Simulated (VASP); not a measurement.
# Na (Fm-3m) in VASP: single point with PBE

Aim: the single point of Na with PBE.

Everything below comes from runs of VASP 6.6.1. Logs are shortened: lines on timing, memory, paths and dates and some standing lists are left out, and cuts for length are marked.

**1. The cell of the first run**

The structure is cubic, space group Fm-3m (No. 225). The conventional cell has a = 3.896 Å, b = 3.896 Å, c = 3.896 Å, α = 90.00°, β = 90.00°, γ = 90.00°. Na (site symmetry m-3m) has 12 Na at 2.76 Å within 3.6 Å.

This isn't the form of Na at room conditions, which is bcc.

**2. Single point, PBE (14.79 Å³/atom)**

The input, POSCAR:

```
Na
1.0
    0.0000000000      1.9481332123      1.9481332123
    1.9481332123      0.0000000000      1.9481332123
    1.9481332123      1.9481332123      0.0000000000
Na
1
Direct
    0.0000000000      0.0000000000      0.0000000000
```

The input, INCAR.step1:

```
PREC     = Accurate       # precision mode
ENCUT    = 520            # plane-wave cutoff, eV
EDIFF    = 1E-7           # SCF threshold, eV
ISMEAR   = -1             # smearing method
SIGMA    = 0.1            # smearing width, eV
LREAL    = False          # projectors in reciprocal space
LASPH    = True           # aspherical terms in the spheres
NELM     = 80             # most SCF steps
ALGO     = Normal         # electronic algorithm
ISIF     = 2              # what is computed and relaxed
LWAVE    = False          # write WAVECAR
LCHARG   = True           # write CHGCAR
GGA      = PE             # functional
NBANDS   = 10             # bands
```

The input, KPOINTS.step1:

```
regular mesh
0
Gamma
  14 14 14
```

The input, INCAR.step2:

```
PREC     = Accurate       # precision mode
ENCUT    = 520            # plane-wave cutoff, eV
EDIFF    = 1E-7           # SCF threshold, eV
ISMEAR   = -5             # smearing method
SIGMA    = 0.1            # smearing width, eV
LREAL    = False          # projectors in reciprocal space
LASPH    = True           # aspherical terms in the spheres
NELM     = 80             # most SCF steps
ALGO     = Normal         # electronic algorithm
ISIF     = 2              # what is computed and relaxed
LWAVE    = False          # write WAVECAR
LCHARG   = False          # write CHGCAR
GGA      = PE             # functional
LORBIT   = 10             # projections on sites
NBANDS   = 10             # bands
NEDOS    = 2001           # points of the DOS
ICHARG   = 11             # starting density
```

The input, KPOINTS.step2:

```
regular mesh
0
Gamma
  21 21 21
```

Potentials or basis: VASP PAW PBE potentials, release 64 (Na_pv).

Launch:

```bash
$ cat potpaw_PBE.64/Na_pv/POTCAR > POTCAR
$ cp INCAR.step1 INCAR
$ cp KPOINTS.step1 KPOINTS
$ mpirun -np 1 vasp_std > vasp.out
$ cp INCAR.step2 INCAR
$ cp KPOINTS.step2 KPOINTS
$ mpirun -np 1 vasp_std > vasp.out
```

OUTCAR:

```text
PREC = Accurate
   ENCUT = 520
   EDIFF = 1E-7
   ISMEAR = -5
   LREAL = False
   LASPH = True
   NELM = 80
   ISIF = 2
   GGA = PE
   LORBIT = 10
   ICHARG = 11

 ion  position               nearest neighbor table
   1  0.000  0.000  0.000-

  LATTYP: Found a face centered cubic cell.
 ALAT       =     3.8962664246

  Lattice vectors:

 A1 = (   0.0000000000,   1.9481332123,   1.9481332123)
 A2 = (   1.9481332123,   0.0000000000,   1.9481332123)
 A3 = (   1.9481332123,   1.9481332123,   0.0000000000)

Analysis of symmetry for initial positions (statically):
=====================================================================
 Subroutine PRICEL returns:
 Original cell was already a primitive cell.

 Routine SETGRP: Setting up the symmetry group for a
 face centered cubic supercell.

 Subroutine GETGRP returns: Found 48 space group operations
 (whereof 48 operations were pure point group operations)
 out of a pool of 48 trial point group operations.

The static configuration has the point symmetry O_h .

Analysis of symmetry for dynamics (positions and initial velocities):
=====================================================================
 Subroutine PRICEL returns:
 Original cell was already a primitive cell.

 Routine SETGRP: Setting up the symmetry group for a
 face centered cubic supercell.

 Subroutine GETGRP returns: Found 48 space group operations
 (whereof 48 operations were pure point group operations)
 out of a pool of 48 trial point group operations.

The dynamic configuration has the point symmetry O_h .

 Subroutine INISYM returns: Found 48 space group operations
 (whereof 48 operations are pure point group operations),
 and found     1 'primitive' translations

----------------------------------------------------------------------------------------

                                     Primitive cell

  volume of cell :      14.7872

  direct lattice vectors                    reciprocal lattice vectors
     0.000000000  1.948133212  1.948133212    -0.256655960  0.256655960  0.256655960
     1.948133212  0.000000000  1.948133212     0.256655960 -0.256655960  0.256655960
     1.948133212  1.948133212  0.000000000     0.256655960  0.256655960 -0.256655960

  length of vectors
     2.755076410  2.755076410  2.755076410     0.444541163  0.444541163  0.444541163

  position of ions in fractional coordinates (direct lattice)
     0.000000000  0.000000000  0.000000000

  ion indices of the primitive-cell ions
   primitive index   ion index
[... 83 lines left out ...]
   POTIM  = 0.5000    time-step for ionic-motion
   TEBEG  =    0.0;   TEEND  =   0.0 temperature during run
   PSTRESS=    0.0 pullay stress
   NELECT =       7.0000    total number of electrons
   NUPDOWN=      -1.0000    fix difference up-down
   EMIN   =  10.00;   EMAX   =-10.00  energy-range for DOS
   EFERMI =   0.00;   METHOD = LEGACY
   ISMEAR =    -5;   SIGMA  =   0.10  broadening in eV -4-tet -1-fermi 0-gaus
   EFERMI_NEDOS =   21; number of points for ismear=-14 and -15
   IALGO  =     38    algorithm
   IMIX   =      4    mixing-type and parameters
     AMIX     =   0.40;   BMIX     =  1.00
     AMIX_MAG =   1.60;   BMIX_MAG =  1.00
  volume/ion in A,a.u.               =      14.79        99.79
  Fermi-wavevector in a.u.,A,eV,Ry     =   1.275887  2.411077 22.148754  1.627888
  Thomas-Fermi vector in A             =   2.408574
   LORBIT       =     10    0 simple, 1 ext, 2 COOP (PROOUT), +10 PAW based schemes
   GGA     = PE    functional components
   LHFCALC =     F    Hartree Fock is set to
   AEXX    =    0.0000 exact exchange contribution
   IVDW    =     0    specifies the selected vdW correction
   LEPSILON=     F    determine dielectric tensor
   LRPA    =     F    only Hartree local field effects (RPA)
 non-spin polarized calculation
 Fermi weights with tetrahedron method with Bloechl corrections
  energy-cutoff  :      520.00
  volume of cell :       14.79
 maximum number of plane-waves:       411

 number of electron       7.0000003 magnetization

 Free energy of the ion-electron system (eV)
  ---------------------------------------------------
  ext. energy  EPLUGINS =         0.00000000
  ---------------------------------------------------
  free energy    TOTEN  =        -0.00108026 eV

  energy without entropy =       -0.00108026  energy(sigma->0) =       -0.00108026

 E-fermi :   5.0458     XC(G=0):  -9.5229

 val. band max:        5.0073667044   @ k =   0.4762   0.1905   0.0000
 cond. band min:       5.0787229544   @ k =   0.4762   0.0952   0.0000
 fundamental gap:      0.0713562500
 Fermi energy:         5.0458459685

 k-point     1 :       0.0000    0.0000    0.0000
  band No.  band energies     occupation
      1     -20.2109      2.00000
      2     -20.2109      2.00000
      3     -20.2109      2.00000
      4      -0.8769      2.00000
      5      22.6696      0.00000
      6      22.6697      0.00000
      7      22.6697      0.00000
      8      24.8794      0.00000
      9      28.2972      0.00000
     10      28.2972      0.00000
[... 287 lines left out ...]
 k-point    24 :      -0.3810    0.0476    0.0000
  band No.  band energies     occupation
      1     -20.7675      2.00000
      2     -20.2859      2.00000
      3     -20.2695      2.00000
      4       3.8903      2.00000
      5       9.3757      0.00000
      6      19.9074      0.00000
      7      21.2544      0.00000
      8      24.2079      0.00000
      9      26.4855      0.00000
     10      26.7969      0.00000

 [... further k-points ...]

------------------------ aborting loop because EDIFF is reached ----------------------------------------

  FORCE on cell =-STRESS in cart. coord.  units (eV):
  Direction    XX          YY          ZZ          XY          YZ          ZX
  --------------------------------------------------------------------------------------
  -------------------------------------------------------------------------------------
  Total        3.6913459      3.6913459      3.6913459     -0.0000000      0.0000000      0.0000000
  in kB      399.9533882    399.9533882    399.9533882     -0.0000000      0.0000000      0.0000000
  external PRESSURE =     399.9533882 kB  Pullay stress =       0.0000000 kB

 VOLUME and BASIS-vectors are now :
 -----------------------------------------------------------------------------
  energy-cutoff  :      520.00
  volume of cell :       14.79
      direct lattice vectors                 reciprocal lattice vectors
     0.000000000  1.948133212  1.948133212    -0.256655960  0.256655960  0.256655960
     1.948133212  0.000000000  1.948133212     0.256655960 -0.256655960  0.256655960
     1.948133212  1.948133212  0.000000000     0.256655960  0.256655960 -0.256655960

 POSITION                                       TOTAL-FORCE (eV/Angst)
 -----------------------------------------------------------------------------------
      0.00000      0.00000      0.00000        -0.000000     -0.000000      0.000000
 -----------------------------------------------------------------------------------
    total drift:                               -0.000000     -0.000000      0.000000

  FREE ENERGIE OF THE ION-ELECTRON SYSTEM (eV)
  ---------------------------------------------------
  free  energy   TOTEN  =        -0.0010802613 eV

  energy  without entropy=       -0.0010802613  energy(sigma->0) =       -0.00108026

 total charge

# of ion       s       p       d       tot
------------------------------------------
    1        0.219   6.036   0.000   6.255
```

OUTCAR.step1:

```text
PREC = Accurate
   ENCUT = 520
   EDIFF = 1E-7
   ISMEAR = -1
   LREAL = False
[... 527 lines left out ...]

 POSITION                                       TOTAL-FORCE (eV/Angst)
 -----------------------------------------------------------------------------------
      0.00000      0.00000      0.00000         0.000000      0.000000      0.000000
 -----------------------------------------------------------------------------------
    total drift:                                0.000000      0.000000      0.000000

  FREE ENERGIE OF THE ION-ELECTRON SYSTEM (eV)
  ---------------------------------------------------
  free  energy   TOTEN  =        -0.0077994855 eV

  energy  without entropy=        0.0011388523  energy(sigma->0) =       -0.00333032
```

Run time: 11 s. Hardware: 1 thread of Intel Xeon 6975P-C (Granite Rapids), shared host; peak memory 0.14 GiB.

What came out:

| Item | Value |
| --- | --- |
| Valence electrons inside the program's atomic spheres | Na 6.25 |

Levels at points of the mesh, in eV from the Fermi level:
| k point | band 2 | band 3 | band 4 | band 5 | band 6 | band 7 |
| --- | --- | --- | --- | --- | --- | --- |
| (0.00, 0.00, 0.00) | -25.26 | -25.26 | -5.92 | 17.62 | 17.62 | 17.62 |
